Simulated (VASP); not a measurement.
# Ni (P6_3/mmc) in VASP: relaxation of cell and atoms with PBEsol

Aim: the relaxation of cell and atoms of Ni with PBEsol.

All numbers are computed with VASP 6.6.1; they aren't measurements. Logs are shortened: lines on timing, memory, paths and dates and some standing lists are left out, and cuts for length are marked.

## (1) The cell of the first run

Symmetry: P6_3/mmc, No. 194, hexagonal system. The conventional cell has a = 3.113 Å, b = 3.113 Å, c = 5.137 Å, α = 90.00°, β = 90.00°, γ = 120.00°. Ni (site symmetry 3m) has 4 Ni at 1.91 to 1.93 Å within 2.5 Å.

This isn't the form of Ni at room conditions, which is fcc.

## (2) Relaxation of cell and atoms, PBEsol, collinear spin, ferromagnetic start

INCAR reads:

```
SYSTEM = Ni
PREC     = Accurate       ! precision mode
ENCUT    = 600            ! plane-wave cutoff, eV
EDIFF    = 1E-6           ! SCF threshold, eV
ISMEAR   = 0              ! smearing method
SIGMA    = 0.1            ! smearing width, eV
LREAL    = .FALSE.        ! projectors in reciprocal space
LASPH    = .TRUE.         ! aspherical terms in the spheres
NELM     = 150            ! most SCF steps
ALGO     = Normal         ! electronic algorithm
ISIF     = 3              ! what is computed and relaxed
LWAVE    = .FALSE.        ! write WAVECAR
LCHARG   = .FALSE.        ! write CHGCAR
ISPIN    = 2              ! spin polarisation
MAGMOM   = 0.83 0.83 0.83 0.83 ! initial moments
LORBIT   = 11             ! projections on sites
LMAXMIX  = 4              ! l up to which the mixer works
GGA      = PS             ! functional
IBRION   = 2              ! ionic algorithm
NSW      = 90             ! ionic steps
EDIFFG   = -0.04          ! ionic threshold
```

KPOINTS reads:

```
regular mesh
0
G
  6 6 4
  0 0 0
```

POSCAR reads:

```
Ni
1.0
    3.1134122001      0.0000000000      0.0000000000
   -1.5567061001      2.6962940578      0.0000000000
    0.0000000000      0.0000000000      5.1371301302
Ni
4
Direct
    0.3333333333      0.6666666667      0.4375000000
    0.6666666667      0.3333333333      0.9375000000
    0.6666666667      0.3333333333      0.5625000000
    0.3333333333      0.6666666667      0.0625000000
```

Potentials or basis: VASP PAW PBE potentials, release 64 (Ni).

Command:

```bash
$ cat potpaw_PBE.64/Ni/POTCAR > POTCAR
$ mpirun -np 1 vasp_std > vasp.out
```

OUTCAR:

```text
SYSTEM = Ni
   PREC = Accurate
   ENCUT = 600
   EDIFF = 1E-6
   ISMEAR = 0
   LREAL = .FALSE.
   LASPH = .TRUE.
   NELM = 150
   ISIF = 3
   ISPIN = 2
   LORBIT = 11
   GGA = PS
   IBRION = 2
   NSW = 90
   EDIFFG = -0.04

 ion  position               nearest neighbor table
   1  0.333  0.667  0.438-   3 1.91   3 1.91   3 1.91   4 1.93
   2  0.667  0.333  0.938-   4 1.91   4 1.91   4 1.91   3 1.93
   3  0.667  0.333  0.562-   1 1.91   1 1.91   1 1.91   2 1.93
   4  0.333  0.667  0.062-   2 1.91   2 1.91   2 1.91   1 1.93

  LATTYP: Found a hexagonal cell.
 ALAT       =     3.1134122001
 C/A-ratio  =     1.6500000000

  Lattice vectors:

 A1 = (   3.1134122001,   0.0000000000,   0.0000000000)
 A2 = (  -1.5567061001,   2.6962940578,   0.0000000000)
 A3 = (   0.0000000000,   0.0000000000,   5.1371301302)

Analysis of symmetry for initial positions (statically):
=====================================================================
 Subroutine PRICEL returns:
 Original cell was already a primitive cell.

 Routine SETGRP: Setting up the symmetry group for a
 hexagonal supercell.

 Subroutine GETGRP returns: Found 24 space group operations
 (whereof 12 operations were pure point group operations)
 out of a pool of 24 trial point group operations.

The static configuration has the point symmetry D_3d.
 The point group associated with its full space group is D_6h.

Analysis of symmetry for dynamics (positions and initial velocities):
=====================================================================
 Subroutine PRICEL returns:
 Original cell was already a primitive cell.

 Routine SETGRP: Setting up the symmetry group for a
 hexagonal supercell.

 Subroutine GETGRP returns: Found 24 space group operations
 (whereof 12 operations were pure point group operations)
 out of a pool of 24 trial point group operations.

The dynamic configuration has the point symmetry D_3d.
 The point group associated with its full space group is D_6h.

Analysis of structural, dynamic, and magnetic symmetry:
=====================================================================
 Subroutine PRICEL returns:
 Original cell was already a primitive cell.

 Routine SETGRP: Setting up the symmetry group for a
 hexagonal supercell.

 Subroutine GETGRP returns: Found 24 space group operations
 (whereof 12 operations were pure point group operations)
 out of a pool of 24 trial point group operations.

The overall configuration has the point symmetry D_3d.
 The point group associated with its full space group is D_6h.

 Subroutine INISYM returns: Found 24 space group operations
 (whereof 12 operations are pure point group operations),
 and found     1 'primitive' translations

----------------------------------------------------------------------------------------

[... 137 lines left out ...]
  ---------------------------------------------------
  ext. energy  EPLUGINS =         0.00000000
  ---------------------------------------------------
  free energy    TOTEN  =       -15.14470642 eV

  energy without entropy =      -15.12729645  energy(sigma->0) =      -15.13600143

------------------------ aborting loop because EDIFF is reached ----------------------------------------

  FORCE on cell =-STRESS in cart. coord.  units (eV):
  Direction    XX          YY          ZZ          XY          YZ          ZX
  --------------------------------------------------------------------------------------
  -------------------------------------------------------------------------------------
  Total       25.4820892     25.4820892     23.9647452     -0.0000000      0.0000000      0.0000000
  in kB      946.7191656    946.7191657    890.3462888     -0.0000000      0.0000000      0.0000000
  external PRESSURE =     927.9282067 kB  Pullay stress =       0.0000000 kB
[... 27 lines left out ...]
 number of electron      39.9999976 magnetization       0.0263466

 number of electron      39.9999978 magnetization      -3.3582023

 E-fermi :   1.7011     XC(G=0):  -9.1350

 val. band max:        1.6912193641   @ k =   0.3333   0.0000   0.2500
 cond. band min:       1.7089071104   @ k =   0.3333   0.0000   0.0000
 fundamental gap:      0.0176877463
 Fermi energy:         1.7011156744

 spin component 1

 k-point     1 :       0.0000    0.0000    0.0000
  band No.  band energies     occupation
      1      -3.2997      1.00000
      2      -1.0224      1.00000
      3       0.1201      1.00000
      4       0.1201      1.00000
      5       0.1379      1.00000
      6       0.1379      1.00000
[... 1279 lines left out ...]
  FREE ENERGIE OF THE ION-ELECTRON SYSTEM (eV)
  ---------------------------------------------------
  free  energy   TOTEN  =       -19.1900358568 eV

  energy  without entropy=      -19.1563892245  energy(sigma->0) =      -19.17321254

[... ionic steps 4 to 37 ...]

--------------------------------------- Ionic step       38  -------------------------------------------

 number of electron      40.0000008 magnetization      -2.4670904

------------------------ aborting loop because EDIFF is reached ----------------------------------------
[... 71 lines left out ...]
--------------------------------------- Ionic step       40  -------------------------------------------

 number of electron      40.0000013 magnetization      -2.4511693

 Free energy of the ion-electron system (eV)
  ---------------------------------------------------
  ext. energy  EPLUGINS =         0.00000000
  ---------------------------------------------------
  free energy    TOTEN  =       -20.31596617 eV

  energy without entropy =      -20.28276262  energy(sigma->0) =      -20.29936439

 E-fermi :   5.7518     XC(G=0): -11.5551

 val. band max:        5.7276034078   @ k =   0.3333   0.1667   0.0000
 cond. band min:       5.7618082804   @ k =   0.1667   0.0000   0.2500
 fundamental gap:      0.0342048726
 Fermi energy:         5.7517621903

 spin component 1

 k-point     1 :       0.0000    0.0000    0.0000
  band No.  band energies     occupation
      1      -1.5431      1.00000
      2       2.4320      1.00000
      3       2.6973      1.00000
      4       2.6973      1.00000
      5       2.7743      1.00000
      6       3.1147      1.00000
[... 1241 lines left out ...]
  FREE ENERGIE OF THE ION-ELECTRON SYSTEM (eV)
  ---------------------------------------------------
  free  energy   TOTEN  =       -20.3159661673 eV

  energy  without entropy=      -20.2827626214  energy(sigma->0) =      -20.29936439

 reached required accuracy - stopping structural energy minimisation

 total charge

# of ion       s       p       d       tot
------------------------------------------
    1        0.553   0.407   8.357   9.317
    2        0.553   0.407   8.357   9.317
    3        0.553   0.407   8.357   9.317
    4        0.553   0.407   8.357   9.317
--------------------------------------------------
tot          2.214   1.629  33.427  37.269

 magnetization (x)

# of ion       s       p       d       tot
------------------------------------------
    1        0.001   0.008  -0.625  -0.616
    2        0.001   0.008  -0.625  -0.616
    3        0.001   0.008  -0.625  -0.616
    4        0.001   0.008  -0.625  -0.616
--------------------------------------------------
tot          0.005   0.033  -2.500  -2.462
```

OSZICAR:

```text
N       E                     dE             d eps       ncg     rms          rms(c)
DAV:   1     0.279644104395E+03    0.27964E+03   -0.20359E+04  2208   0.249E+03
DAV:   2    -0.957333810720E+00   -0.28060E+03   -0.27008E+03  2184   0.394E+02
DAV:   3    -0.174621331615E+02   -0.16505E+02   -0.15988E+02  2292   0.132E+02
[... 425 lines left out ...]
DAV:   1    -0.203167750377E+02   -0.10335E-02   -0.20626E-02  2268   0.147E+00    0.241E-01
DAV:   2    -0.203163244255E+02    0.45061E-03   -0.85401E-03  2280   0.124E+00    0.153E-01
DAV:   3    -0.203159852993E+02    0.33913E-03   -0.16536E-03  2248   0.570E-01    0.397E-02
DAV:   4    -0.203159699255E+02    0.15374E-04   -0.20739E-05  2216   0.400E-02    0.213E-02
DAV:   5    -0.203159658907E+02    0.40348E-05   -0.37113E-06  1914   0.157E-02    0.580E-03
DAV:   6    -0.203159661673E+02   -0.27659E-06   -0.95061E-07  1290   0.963E-03
  40 F= -.20315966E+02 E0= -.20299364E+02  d E =-.224403E-03  mag=    -2.4511
```

CONTCAR:

```text
Ni
   1.00000000000000
     3.8248892325390926   -0.0000000000131245    0.0000000000000000
    -1.9124446163423390    3.3124512421496535    0.0000000000000000
    -0.0000000000000000   -0.0000000000000000    4.5456450158658450
  Ni
     4
Direct
     0.3333333332999970    0.6666666667000030    0.4994336728077667
     0.6666666667000030    0.3333333332999970    0.9994336728077664
     0.6666666667000030    0.3333333332999970    0.5005663271922336
     0.3333333332999970    0.6666666667000030    0.0005663271922333

  0.00000000E+00  0.00000000E+00  0.00000000E+00
  0.00000000E+00  0.00000000E+00  0.00000000E+00
  0.00000000E+00  0.00000000E+00  0.00000000E+00
  0.00000000E+00  0.00000000E+00  0.00000000E+00
```

It took 17 min on 1 thread of AMD EPYC 9R45 (Zen 5), shared host; peak memory 0.2 GiB.

Results:

```yaml
Free_energy: -20.3160 eV
Relaxed_volume: 14.40 Å³/atom
Relaxed_cell: a = 3.825 Å, b = 3.825 Å, c = 4.546 Å, α = 90.00°, β = 90.00°, γ = 120.00°
Space_group_after_relaxing_to_0.1_Å: P6/mmm (No. 191)
Energy_gained_by_relaxing: 1292.8 meV/atom
Ionic_steps: 40
Pressure_after_relaxing: 0.1 GPa
Largest_force_after_relaxing: 0.038 eV/Å
Net_moment: -2.45 μB per cell
Site_moments: Ni -0.62 μB
Valence_electrons_inside_the_program's_atomic_spheres: Ni 9.32
```

Forces on the atoms (eV/Å):
```
Ni   0.000  0.000  0.038
Ni   0.000  0.000  0.038
Ni   0.000  0.000 -0.038
Ni   0.000  0.000 -0.038
```

Step by step:
```tsv
step	energy change (eV)	largest force (eV/Å)	pressure (GPa)	volume (Å³)
1	0.0000	0.1850	92.79	43.12
2	-1.5841	0.0779	-16.22	95.01
3	-4.0453	0.1390	-1.55	63.96
4	-4.0502	0.1386	-0.88	63.38
5	-4.0516	0.1379	0.35	62.64
6	-4.0536	0.0280	0.29	62.66
7	-4.0537	0.0032	0.33	62.67
8	-4.0556	0.0032	0.09	62.77
9	-4.0618	0.0220	-0.46	63.09
10	-4.0760	0.0503	-1.64	63.71
11	-4.1088	0.0979	-3.88	64.92
12	-4.1811	0.2204	-8.28	67.18
13	-4.2805	0.4279	-14.67	71.04
14	-4.2132	0.3966	-10.28	68.35
15	-4.2513	0.4522	-12.32	69.51
16	-4.2385	0.4365	-11.64	69.10
17	-4.2386	0.4368	-11.66	69.11
18	-4.2391	0.4376	-11.70	69.14
19	-4.2400	0.4391	-11.73	69.18
20	-4.2418	0.4414	-11.90	69.27
21	-4.2450	0.4461	-12.21	69.45
22	-4.2505	0.4545	-12.74	69.80
23	-4.2560	0.4603	-13.74	70.49
24	-4.2548	0.4610	-13.36	70.24
25	-4.2611	0.4644	-13.40	70.21
26	-4.2802	0.4734	-13.43	70.12
27	-4.3182	0.4892	-13.49	69.94
28	-4.3924	0.5129	-13.53	69.57
29	-4.5235	0.5212	-13.25	68.79
30	-4.5959	0.1188	-10.47	67.02
31	-4.6080	0.4747	-12.29	67.91
32	-4.6174	0.4163	-11.90	67.67
33	-4.6985	0.4029	-11.17	66.70
34	-4.9087	0.3560	-8.62	63.84
35	-5.1409	0.2321	-0.81	58.36
36	-5.1488	0.1896	2.14	56.98
37	-5.1493	0.2001	1.29	57.31
38	-5.1627	0.1359	0.87	57.40
39	-5.1710	0.0491	0.24	57.54
40	-5.1713	0.0380	0.12	57.59
```

Final structure:
```xyz
4
Lattice="3.8249 0.0000 0.0000 -1.9124 3.3125 0.0000 0.0000 0.0000 4.5456" Properties=species:S:1:pos:R:3 pbc="T T T"
Ni    0.0000    2.2083    2.2702
Ni    1.9124    1.1041    4.5431
Ni    1.9124    1.1041    2.2754
Ni    0.0000    2.2083    0.0026
```

Caveat: the k points lie up to 0.35 Å⁻¹ apart in the final cell; the volume moved by over 15 % at a fixed basis, so the end points are rough; the PAW data sets were made with another functional, which shifts forces and pressure a little.
